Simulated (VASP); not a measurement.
# InSe in VASP: single point with PBE

Aim: the single point of InSe with PBE.

All numbers are computed with VASP 6.6.1; they aren't measurements. Logs are shortened: lines on timing, memory, paths and dates and some standing lists are left out, and cuts for length are marked.

## Step 1: The cell of the first run

The cell holds a slab with vacuum, 12 atoms: a = 4.090 Å, b = 4.090 Å, c = 38.770 Å, α = 90.00°, β = 90.00°, γ = 120.00°.

## Step 2: Single point, PBE

Contents of INCAR:

```
PREC = Accurate
ENCUT = 520
EDIFF = 1E-6
ISMEAR = 0
SIGMA = 0.05
LREAL = F
LASPH = T
NELM = 80
ALGO = Normal
ISIF = 2
LWAVE = F
LCHARG = T
LDIPOL = T
IDIPOL = 3
DIPOL = 0.5 0.5 0.500
GGA = PE
LELF = T
LVHAR = T
LVACPOTAV = T
NBANDS = 69
```

Contents of KPOINTS:

```
regular mesh
0
Gamma
  9 9 1
```

Contents of POSCAR:

```
InSe
1.0
    4.0896281849      0.0000000000      0.0000000000
   -2.0448140924      3.5417219002      0.0000000000
    0.0000000000      0.0000000000     38.7704554147
Se In
6 6
Direct
    0.6666666667      0.3333333333      0.1934462704
    0.6666666667      0.3333333333      0.3318878047
    0.3333333333      0.6666666667      0.4307792328
    0.3333333333      0.6666666667      0.5692207672
    0.6666666667      0.3333333333      0.6681121953
    0.6666666667      0.3333333333      0.8065537296
    0.3333333333      0.6666666667      0.2262286124
    0.3333333333      0.6666666667      0.2991054626
    0.6666666667      0.3333333333      0.4635615749
    0.6666666667      0.3333333333      0.5364384251
    0.3333333333      0.6666666667      0.7008945374
    0.3333333333      0.6666666667      0.7737713876
```

Potentials or basis: VASP PAW PBE potentials, release 64 (Se, In_d).

Started as:

```bash
$ cat potpaw_PBE.64/Se/POTCAR potpaw_PBE.64/In_d/POTCAR > POTCAR
$ mpirun -np 1 vasp_std > vasp.out
```

OUTCAR:

```text
PREC = Accurate
   ENCUT = 520
   EDIFF = 1E-6
   ISMEAR = 0
   LREAL = F
   LASPH = T
   NELM = 80
   ISIF = 2
   GGA = PE

 ion  position               nearest neighbor table
   1  0.667  0.333  0.193-   7 2.68   7 2.68   7 2.68
   2  0.667  0.333  0.332-   8 2.68   8 2.68   8 2.68
   3  0.333  0.667  0.431-   9 2.68   9 2.68   9 2.68
   4  0.333  0.667  0.569-  10 2.68  10 2.68  10 2.68
   5  0.667  0.333  0.668-  11 2.68  11 2.68  11 2.68
   6  0.667  0.333  0.807-  12 2.68  12 2.68  12 2.68
   7  0.333  0.667  0.226-   1 2.68   1 2.68   1 2.68   8 2.83
   8  0.333  0.667  0.299-   2 2.68   2 2.68   2 2.68   7 2.83
   9  0.667  0.333  0.464-   3 2.68   3 2.68   3 2.68  10 2.83
  10  0.667  0.333  0.536-   4 2.68   4 2.68   4 2.68   9 2.83
  11  0.333  0.667  0.701-   5 2.68   5 2.68   5 2.68  12 2.83
  12  0.333  0.667  0.774-   6 2.68   6 2.68   6 2.68  11 2.83

  LATTYP: Found a hexagonal cell.
 ALAT       =     4.0896281849
 C/A-ratio  =     9.4801907806

  Lattice vectors:

 A1 = (   4.0896281849,   0.0000000000,   0.0000000000)
 A2 = (  -2.0448140924,   3.5417219002,   0.0000000000)
 A3 = (   0.0000000000,   0.0000000000,  38.7704554147)

Analysis of symmetry for initial positions (statically):
=====================================================================
 Subroutine PRICEL returns:
 Original cell was already a primitive cell.

 Routine SETGRP: Setting up the symmetry group for a
 hexagonal supercell.

 Subroutine GETGRP returns: Found 12 space group operations
 (whereof 12 operations were pure point group operations)
 out of a pool of 24 trial point group operations.

The static configuration has the point symmetry D_3h.

Analysis of symmetry for dynamics (positions and initial velocities):
=====================================================================
 Subroutine PRICEL returns:
 Original cell was already a primitive cell.

 Routine SETGRP: Setting up the symmetry group for a
 hexagonal supercell.

 Subroutine GETGRP returns: Found 12 space group operations
 (whereof 12 operations were pure point group operations)
 out of a pool of 24 trial point group operations.

The dynamic configuration has the point symmetry D_3h.

 Subroutine INISYM returns: Found 12 space group operations
 (whereof 12 operations are pure point group operations),
 and found     1 'primitive' translations

----------------------------------------------------------------------------------------
[... 116 lines left out ...]
   EFERMI_NEDOS =   21; number of points for ismear=-14 and -15
   IALGO  =     38    algorithm
   IMIX   =      4    mixing-type and parameters
     AMIX     =   0.40;   BMIX     =  1.00
     AMIX_MAG =   1.60;   BMIX_MAG =  1.00
  volume/ion in A,a.u.               =      46.80       315.80
  Fermi-wavevector in a.u.,A,eV,Ry     =   0.962151  1.818202 12.595392  0.925735
  Thomas-Fermi vector in A             =   2.091585
   LORBIT       =      0    0 simple, 1 ext, 2 COOP (PROOUT), +10 PAW based schemes
   GGA     = PE    functional components
   LHFCALC =     F    Hartree Fock is set to
   AEXX    =    0.0000 exact exchange contribution
   IVDW    =     0    specifies the selected vdW correction
   LEPSILON=     F    determine dielectric tensor
   LRPA    =     F    only Hartree local field effects (RPA)
 non-spin polarized calculation
 Gauss-broadening in eV      SIGMA  =   0.05
  energy-cutoff  :      520.00
  volume of cell :      561.56
 maximum number of plane-waves:     15199
   NGX = 15   NGY = 15   NGZ =145

 dipolmoment           0.000000      0.000000      0.000000 electrons x Angstroem

 number of electron     114.0000048 magnetization

 dipolmoment           0.000000      0.000000     -0.000000 electrons x Angstroem

 Free energy of the ion-electron system (eV)
  ---------------------------------------------------
  ext. energy  EPLUGINS =         0.00000000
  ---------------------------------------------------
  free energy    TOTEN  =       -42.66887918 eV

  energy without entropy =      -42.66887918  energy(sigma->0) =      -42.66887918

 E-fermi :   0.4222     XC(G=0):  -6.0538

 val. band max:        0.1425849315   @ k =   0.1111  -0.0000   0.0000
 cond. band min:       1.0791529229   @ k =   0.0000   0.0000   0.0000
 fundamental gap:      0.9365679914
 Fermi energy:         0.4221879486

 k-point     1 :       0.0000    0.0000    0.0000
  band No.  band energies     occupation
      1     -14.1490      2.00000
      2     -14.1452      2.00000
      3     -14.1452      2.00000
      4     -13.9784      2.00000
      5     -13.9784      2.00000
      6     -13.9747      2.00000
[... 853 lines left out ...]
     68       4.9575      0.00000
     69       5.1590      0.00000

------------------------ aborting loop because EDIFF is reached ----------------------------------------

  FORCE on cell =-STRESS in cart. coord.  units (eV):
  Direction    XX          YY          ZZ          XY          YZ          ZX
  --------------------------------------------------------------------------------------
  -------------------------------------------------------------------------------------
  Total       -0.0241416     -0.0241416      0.1300472     -0.0000000      0.0000000     -0.0000000
  in kB       -0.0688775     -0.0688775      0.3710329     -0.0000000      0.0000000     -0.0000000
  external PRESSURE =       0.0777593 kB  Pullay stress =       0.0000000 kB

 VOLUME and BASIS-vectors are now :
 -----------------------------------------------------------------------------
  energy-cutoff  :      520.00
  volume of cell :      561.56
      direct lattice vectors                 reciprocal lattice vectors
     4.089628185  0.000000000  0.000000000     0.244521007  0.141174269  0.000000000
    -2.044814092  3.541721900  0.000000000     0.000000000  0.282348538  0.000000000
     0.000000000  0.000000000 38.770455415     0.000000000  0.000000000  0.025792836

 POSITION                                       TOTAL-FORCE (eV/Angst)
 -----------------------------------------------------------------------------------
      2.04481      1.18057      7.50000        -0.000000     -0.000000     -0.017862
      2.04481      1.18057     12.86744        -0.000000     -0.000000      0.016142
     -0.00000      2.36115     16.70151        -0.000000      0.000000     -0.014789
     -0.00000      2.36115     22.06895        -0.000000     -0.000000      0.014789
      2.04481      1.18057     25.90301        -0.000000     -0.000000     -0.016142
      2.04481      1.18057     31.27046        -0.000000     -0.000000      0.017862
     -0.00000      2.36115      8.77099         0.000000      0.000000      0.015645
     -0.00000      2.36115     11.59646         0.000000      0.000000     -0.018342
      2.04481      1.18057     17.97249        -0.000000      0.000000      0.014387
      2.04481      1.18057     20.79796         0.000000      0.000000     -0.014387
     -0.00000      2.36115     27.17400         0.000000      0.000000      0.018342
     -0.00000      2.36115     29.99947        -0.000000      0.000000     -0.015645
 -----------------------------------------------------------------------------------
    total drift:                               -0.000000      0.000000      0.000000

  FREE ENERGIE OF THE ION-ELECTRON SYSTEM (eV)
  ---------------------------------------------------
  free  energy   TOTEN  =       -42.6688791807 eV

  energy  without entropy=      -42.6688791807  energy(sigma->0) =      -42.66887918

 vacuum level on the upper side and lower side of the slab         5.844         5.844
```

OSZICAR:

```text
N       E                     dE             d eps       ncg     rms          rms(c)
DAV:   1     0.112295562754E+04    0.11230E+04   -0.48924E+04  1728   0.160E+03
DAV:   2     0.131266175057E+03   -0.99169E+03   -0.95893E+03  1752   0.403E+02
DAV:   3    -0.318171032159E+02   -0.16308E+03   -0.15891E+03  1955   0.195E+02
[... 15 lines left out ...]
DAV:  19    -0.426688635292E+02   -0.71946E-05   -0.30345E-07  1264   0.228E-03    0.869E-04
DAV:  20    -0.426688680380E+02   -0.45088E-05   -0.57764E-08  1098   0.276E-03    0.594E-04
DAV:  21    -0.426688723936E+02   -0.43557E-05   -0.51854E-08  1109   0.145E-03    0.362E-04
DAV:  22    -0.426688785229E+02   -0.61292E-05   -0.18641E-07  1144   0.107E-03    0.188E-04
DAV:  23    -0.426688791807E+02   -0.65782E-06   -0.22496E-08  1003   0.773E-04
   1 F= -.42668879E+02 E0= -.42668879E+02  d E =-.550314E-16
```

Run time: 16 min. Hardware: 1 thread of Intel Xeon Platinum 8259CL at 2.50GHz (Skylake/Cascade Lake), shared host; peak memory 0.74 GiB.

Results:

| Item | Value |
| --- | --- |
| Free energy | -42.6689 eV |
| Largest force | 0.018 eV/Å |
| Band gap on the k mesh | 0.94 eV (least direct gap 0.95 eV) |

Forces on the atoms (eV/Å):
```
Se   0.000  0.000 -0.018
Se   0.000  0.000  0.016
Se   0.000  0.000 -0.015
Se   0.000  0.000  0.015
Se   0.000  0.000 -0.016
Se   0.000  0.000  0.018
In   0.000  0.000  0.016
In   0.000  0.000 -0.018
In   0.000  0.000  0.014
In   0.000  0.000 -0.014
In   0.000  0.000  0.018
In   0.000  0.000 -0.016
```

Caveat: spin-orbit coupling is left out, which moves the levels of the heavy elements.
